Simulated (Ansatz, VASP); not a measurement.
**AlAs5: VASP beside Ansatz**

```
Al As
1.0
     5.36377    0.00000    0.00000
    -2.68189    4.64516    0.00000
     0.00000    0.00000    5.13920
Al As
1 5
Direct
  0.00000 0.00000 0.00000
  0.33333 0.66667 0.00000
  0.66667 0.33333 0.00000
  0.50000 0.00000 0.50000
  0.50000 0.50000 0.50000
  0.00000 0.50000 0.50000
```

Change from the starting cell: species swapped into the RbAu5 type (P6/mmm, No. 191).

Alike in both runs: functional PBE; k mesh 12 × 12 × 8; occupations gaussian, width 0.1 eV; no spin polarisation.

Ansatz relaxed the structure, and its values are those at the end. VASP's run is a single point on that final structure, the one shown.

```csv
,VASP,Ansatz
version,VASP 6.6.1,Ansatz 0.2.0
potentials or method,"VASP PAW PBE potentials, release 64 (Al, As), cutoff 520 eV","scalar-relativistic, plane waves, PAW"
valence electrons in the cell,28,78
```

```csv
,VASP,Ansatz,Ansatz less VASP
gap on the k mesh at the Fermi level (eV),none,none,-
pressure (GPa),0.1,0.0,-0.10
```

A gap of «none» marks a metal or a gap that the smearing closes. With one functional, cell and mesh, what is left measures potentials, basis and numerics. VASP's potentials hold 28 valence electrons a cell and Ansatz's 78, so a difference there can come from the potentials and not from the codes.
